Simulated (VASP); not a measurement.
# TiC (NiAs type) (P6_3/mmc) in VASP: single point with PBE

Aim: the single point of TiC (NiAs type) with PBE.

All numbers are computed with VASP 6.6.1; they aren't measurements. Logs are shortened: lines on timing, memory, paths and dates and some standing lists are left out, and cuts for length are marked.

### Step 1. The cell of the first run

The structure is hexagonal, space group P6_3/mmc (No. 194). Conventional cell: a = 3.042 Å, b = 3.042 Å, c = 5.380 Å, α = 90.00°, β = 90.00°, γ = 120.00°. Within 2.9 Å of Ti (site symmetry -3m) lie 6 C at 2.21 Å and 2 Ti at 2.69 Å. Within 2.9 Å of C (site symmetry -6m2) lie 6 Ti at 2.21 Å.

### Step 2. Single point, PBE

POSCAR reads:

```
TiC
1.0
    3.0419084021      0.0000000000      0.0000000000
   -1.5209542010      2.6343699522      0.0000000000
    0.0000000000      0.0000000000      5.3804064923
Ti C
2 2
Direct
    0.0000000000      0.0000000000      0.0000000000
    0.0000000000      0.0000000000      0.5000000000
    0.3333333333      0.6666666667      0.2500000000
    0.6666666667      0.3333333333      0.7500000000
```

INCAR.step1 reads:

```
SYSTEM = TiC
PREC = Accurate ; ENCUT = 520
EDIFF = 1E-6 ; ISMEAR = -1
SIGMA = 0.05 ; LREAL = .FALSE.
LASPH = .TRUE. ; NELM = 100
ALGO = Normal ; ISIF = 2
LWAVE = .FALSE. ; LCHARG = .TRUE.
LMAXMIX = 4 ; GGA = PE
NBANDS = 24
```

KPOINTS.step1 reads:

```
Automatic mesh
0
G
  10 10 6
  0 0 0
```

INCAR.step2 reads:

```
SYSTEM = TiC
PREC = Accurate ; ENCUT = 520
EDIFF = 1E-6 ; ISMEAR = -5
SIGMA = 0.05 ; LREAL = .FALSE.
LASPH = .TRUE. ; NELM = 100
ALGO = Normal ; ISIF = 2
LWAVE = .FALSE. ; LCHARG = .FALSE.
LMAXMIX = 4 ; GGA = PE
LORBIT = 11 ; NEDOS = 2001
ICHARG = 11
```

KPOINTS.step2 reads:

```
Automatic mesh
0
G
  15 15 9
  0 0 0
```

Potentials or basis: VASP PAW PBE potentials, release 64 (Ti_sv, C).

Launch:

```sh
$ cat potpaw_PBE.64/Ti_sv/POTCAR potpaw_PBE.64/C/POTCAR > POTCAR
$ cp INCAR.step1 INCAR
$ cp KPOINTS.step1 KPOINTS
$ mpirun -np 1 vasp_std > vasp.out
$ cp INCAR.step2 INCAR
$ cp KPOINTS.step2 KPOINTS
$ mpirun -np 1 vasp_std > vasp.out
```

OUTCAR:

```text
SYSTEM = TiC
   PREC = Accurate
   ENCUT = 520
   EDIFF = 1E-6
   ISMEAR = -5
   LREAL = .FALSE.
   LASPH = .TRUE.
   NELM = 100
   ISIF = 2
   GGA = PE
   LORBIT = 11
   ICHARG = 11

 ion  position               nearest neighbor table
   1  0.000  0.000  0.000-   3 2.21   4 2.21   3 2.21   4 2.21   4 2.21   3 2.21   2 2.69   2 2.69

   2  0.000  0.000  0.500-   3 2.21   4 2.21   3 2.21   4 2.21   4 2.21   3 2.21   1 2.69   1 2.69

   3  0.333  0.667  0.250-   1 2.21   2 2.21   1 2.21   2 2.21   1 2.21   2 2.21
   4  0.667  0.333  0.750-   1 2.21   2 2.21   1 2.21   2 2.21   1 2.21   2 2.21

  LATTYP: Found a hexagonal cell.
 ALAT       =     3.0419084021
 C/A-ratio  =     1.7687601930

  Lattice vectors:

 A1 = (   3.0419084021,   0.0000000000,   0.0000000000)
 A2 = (  -1.5209542010,   2.6343699522,   0.0000000000)
 A3 = (   0.0000000000,   0.0000000000,   5.3804064923)

Analysis of symmetry for initial positions (statically):
=====================================================================
 Subroutine PRICEL returns:
 Original cell was already a primitive cell.

 Routine SETGRP: Setting up the symmetry group for a
 hexagonal supercell.

 Subroutine GETGRP returns: Found 24 space group operations
 (whereof 12 operations were pure point group operations)
 out of a pool of 24 trial point group operations.

The static configuration has the point symmetry D_3d.
 The point group associated with its full space group is D_6h.

Analysis of symmetry for dynamics (positions and initial velocities):
=====================================================================
 Subroutine PRICEL returns:
 Original cell was already a primitive cell.

 Routine SETGRP: Setting up the symmetry group for a
 hexagonal supercell.

 Subroutine GETGRP returns: Found 24 space group operations
 (whereof 12 operations were pure point group operations)
 out of a pool of 24 trial point group operations.

The dynamic configuration has the point symmetry D_3d.
 The point group associated with its full space group is D_6h.

 Subroutine INISYM returns: Found 24 space group operations
 (whereof 12 operations are pure point group operations),
 and found     1 'primitive' translations

----------------------------------------------------------------------------------------

                                     Primitive cell

  volume of cell :      43.1160

  direct lattice vectors                    reciprocal lattice vectors
     3.041908402  0.000000000  0.000000000     0.328740997  0.189798703  0.000000000
    -1.520954201  2.634369952  0.000000000     0.000000000  0.379597406  0.000000000
     0.000000000  0.000000000  5.380406492     0.000000000  0.000000000  0.185859563

  length of vectors
     3.041908402  3.041908402  5.380406492     0.379597406  0.379597406  0.185859563

  position of ions in fractional coordinates (direct lattice)
     0.000000000  0.000000000  0.000000000
     0.000000000  0.000000000  0.500000000
     0.333333333  0.666666667  0.250000000
     0.666666667  0.333333333  0.750000000

  ion indices of the primitive-cell ions
   primitive index   ion index
                 1           1
                 2           2
                 3           3
                 4           4

----------------------------------------------------------------------------------------

 KPOINTS: Automatic mesh

Automatic generation of k-mesh.
 Grid dimensions read from file:
 generate k-points for:   15   15    9

 Generating k-lattice:

  Cartesian coordinates                     Fractional coordinates (reciprocal lattice)
     0.021916066  0.012653247  0.000000000     0.066666667  0.000000000  0.000000000
     0.000000000  0.025306494  0.000000000     0.000000000  0.066666667  0.000000000
     0.000000000  0.000000000  0.020651063     0.000000000  0.000000000  0.111111111

  Length of vectors
     0.025306494  0.025306494  0.020651063

  Shift w.r.t. Gamma in fractional coordinates (k-lattice)
     0.000000000  0.000000000  0.000000000

 TETIRR: Found   1950 inequivalent tetrahedra from    12150

 Subroutine IBZKPT returns following result:
 ===========================================

 Found    135 irreducible k-points:

 Following reciprocal coordinates:
            Coordinates               Weight
  0.000000  0.000000  0.000000      1.000000
  0.066667 -0.000000  0.000000      6.000000
  0.133333 -0.000000  0.000000      6.000000
  0.200000 -0.000000  0.000000      6.000000
  0.266667 -0.000000  0.000000      6.000000
  0.333333 -0.000000  0.000000      6.000000
[... 16 lines left out ...]
  0.333333  0.200000  0.000000     12.000000
  0.400000  0.200000  0.000000      6.000000
 [... further k-points ...]
   k-points           NKPTS =    135   k-points in BZ     NKDIM =    135   number of bands    NBANDS=     20
   number of dos      NEDOS =   2001   number of ions     NIONS =      4
   total plane-waves  NPLWV =  23040
   dimension x,y,z NGX =    24 NGY =   24 NGZ =   40
   dimension x,y,z NGXF=    48 NGYF=   48 NGZF=   80
   ions per type =               2   2
   NGX,Y,Z   is equivalent  to a cutoff of  13.12, 13.12, 12.36 a.u.
   NGXF,Y,Z  is equivalent  to a cutoff of  26.23, 26.23, 24.72 a.u.
 SYSTEM =  TiC
   PREC   = accura    normal or accurate (medium, high low for compatibility)
   ISTART =      0    job   : 0-new  1-cont  2-samecut
   ICHARG =     11    charge: 1-file 2-atom 10-const
   ISPIN  =      1    spin polarized calculation?
   LNONCOLLINEAR =      F non collinear calculations
   LSORBIT =      F    spin-orbit coupling
   LASPH  =      T    aspherical Exc in radial PAW
   ENCUT  =  520.0 eV  38.22 Ry    6.18 a.u.   5.66  5.66 10.00*2*pi/ulx,y,z
   NELM   =    100;   NELMIN=  2; NELMDL=  0     # of ELM steps
   EDIFF  = 0.1E-05   stopping-criterion for ELM
   LREAL  =      F    real-space projection
   EDIFFG = 0.1E-04   stopping-criterion for IOM
   NSW    =      0    number of steps for IOM
   IBRION =     -1    ionic relax: 0-MD 1-quasi-New 2-CG
   NFREE  =      0    steps in history (QN), initial steepest desc. (CG)
   ISIF   =      2    stress and relaxation
   ISYM   =      2    0-nonsym 1-usesym 2-fastsym
   POTIM  = 0.5000    time-step for ionic-motion
   TEBEG  =    0.0;   TEEND  =   0.0 temperature during run
   PSTRESS=    0.0 pullay stress
   NELECT =      32.0000    total number of electrons
   NUPDOWN=      -1.0000    fix difference up-down
   EMIN   =  10.00;   EMAX   =-10.00  energy-range for DOS
   EFERMI =   0.00;   METHOD = LEGACY
   ISMEAR =    -5;   SIGMA  =   0.05  broadening in eV -4-tet -1-fermi 0-gaus
   EFERMI_NEDOS =   21; number of points for ismear=-14 and -15
   IALGO  =     38    algorithm
   IMIX   =      4    mixing-type and parameters
     AMIX     =   0.40;   BMIX     =  1.00
     AMIX_MAG =   1.60;   BMIX_MAG =  1.00
  volume/ion in A,a.u.               =      10.78        72.74
  Fermi-wavevector in a.u.,A,eV,Ry     =   1.482218  2.800986 29.891605  2.196971
  Thomas-Fermi vector in A             =   2.596032
   LORBIT       =     11    0 simple, 1 ext, 2 COOP (PROOUT), +10 PAW based schemes
   GGA     = PE    functional components
   LHFCALC =     F    Hartree Fock is set to
   AEXX    =    0.0000 exact exchange contribution
   IVDW    =     0    specifies the selected vdW correction
   LEPSILON=     F    determine dielectric tensor
   LRPA    =     F    only Hartree local field effects (RPA)
 non-spin polarized calculation
 Fermi weights with tetrahedron method with Bloechl corrections
  energy-cutoff  :      520.00
  volume of cell :       43.12
 maximum number of plane-waves:      1178
 NGX is ok and might be reduce to    24

 number of electron      32.0000002 magnetization

 Free energy of the ion-electron system (eV)
  ---------------------------------------------------
  ext. energy  EPLUGINS =         0.00000000
  ---------------------------------------------------
  free energy    TOTEN  =       -35.67018640 eV

  energy without entropy =      -35.67018640  energy(sigma->0) =      -35.67018640

 E-fermi :   8.6142     XC(G=0): -12.3459

 val. band max:        8.5793438117   @ k =   0.2667  -0.0000   0.0000
 cond. band min:       8.5550637738   @ k =   0.4000  -0.0000   0.3333
 fundamental gap:     -0.0242800379
 Fermi energy:         8.6141936475

 k-point     1 :       0.0000    0.0000    0.0000
  band No.  band energies     occupation
      1     -48.0593      2.00000
      2     -47.9575      2.00000
      3     -24.5921      2.00000
      4     -24.1591      2.00000
      5     -24.1591      2.00000
      6     -24.0790      2.00000
[... 12 lines left out ...]
     19       9.8736      0.00000
     20      10.6503      0.00000

 k-point     2 :       0.0667   -0.0000    0.0000
  band No.  band energies     occupation
      1     -48.0570      2.00000
      2     -47.9555      2.00000
      3     -24.5879      2.00000
      4     -24.1768      2.00000
      5     -24.1631      2.00000
      6     -24.0943      2.00000
[... 12 lines left out ...]
     19      10.4805      0.00000
     20      10.9159      0.00000
[... 465 lines left out ...]
      3     -24.5015      2.00000
      4     -24.4890      2.00000
      5     -24.3777      2.00000
      6     -24.3279      2.00000
[... 12 lines left out ...]
     19      11.2547      0.00000
     20      11.4268      0.00000

 k-point    24 :       0.4000    0.2000    0.0000
  band No.  band energies     occupation
      1     -48.0027      2.00000
      2     -47.9051      2.00000
      3     -24.5087      2.00000
      4     -24.4859      2.00000
      5     -24.3844      2.00000
      6     -24.3371      2.00000
[... 12 lines left out ...]
     19      11.2654      0.00000
     20      11.3658      0.00000

 [... further k-points ...]

------------------------ aborting loop because EDIFF is reached ----------------------------------------

  FORCE on cell =-STRESS in cart. coord.  units (eV):
  Direction    XX          YY          ZZ          XY          YZ          ZX
  --------------------------------------------------------------------------------------
  -------------------------------------------------------------------------------------
  Total       -0.0417994     -0.0417994      0.0147645     -0.0000000      0.0000000     -0.0000000
  in kB       -1.5532542     -1.5532542      0.5486463     -0.0000000      0.0000000     -0.0000000
  external PRESSURE =      -0.8526207 kB  Pullay stress =       0.0000000 kB

 VOLUME and BASIS-vectors are now :
 -----------------------------------------------------------------------------
  energy-cutoff  :      520.00
  volume of cell :       43.12
      direct lattice vectors                 reciprocal lattice vectors
     3.041908402  0.000000000  0.000000000     0.328740997  0.189798703  0.000000000
    -1.520954201  2.634369952  0.000000000     0.000000000  0.379597406  0.000000000
     0.000000000  0.000000000  5.380406492     0.000000000  0.000000000  0.185859563

 POSITION                                       TOTAL-FORCE (eV/Angst)
 -----------------------------------------------------------------------------------
      0.00000      0.00000      0.00000         0.000000     -0.000000      0.000000
      0.00000      0.00000      2.69020         0.000000     -0.000000      0.000000
     -0.00000      1.75625      1.34510        -0.000000      0.000000     -0.000000
      1.52095      0.87812      4.03530         0.000000     -0.000000      0.000000
 -----------------------------------------------------------------------------------
    total drift:                                0.000000      0.000000      0.000000

  FREE ENERGIE OF THE ION-ELECTRON SYSTEM (eV)
  ---------------------------------------------------
  free  energy   TOTEN  =       -35.6701864033 eV

  energy  without entropy=      -35.6701864033  energy(sigma->0) =      -35.67018640

 total charge

# of ion       s       p       d       tot
------------------------------------------
    1        2.214   6.243   1.893  10.350
    2        2.214   6.243   1.893  10.350
    3        0.891   1.472   0.000   2.363
    4        0.891   1.472   0.000   2.363
--------------------------------------------------
tot          6.210  15.431   3.785  25.426
```

Run time: 2.4 min. Hardware: 1 thread of Intel Xeon 8259CL, shared host; peak memory 0.22 GiB.

What came out:

| Quantity | Value |
| --- | --- |
| Valence electrons inside the program's atomic spheres | Ti 10.35; C 2.36 |

Levels at points of the mesh, in eV from the Fermi level:
```tsv
k point	band 12	band 13	band 14	band 15	band 16	band 17	band 18	band 19	band 20
(0.00, 0.00, 0.00)	-2.18	-2.18	-1.08	1.13	1.13	1.14	1.14	1.26	2.04
```
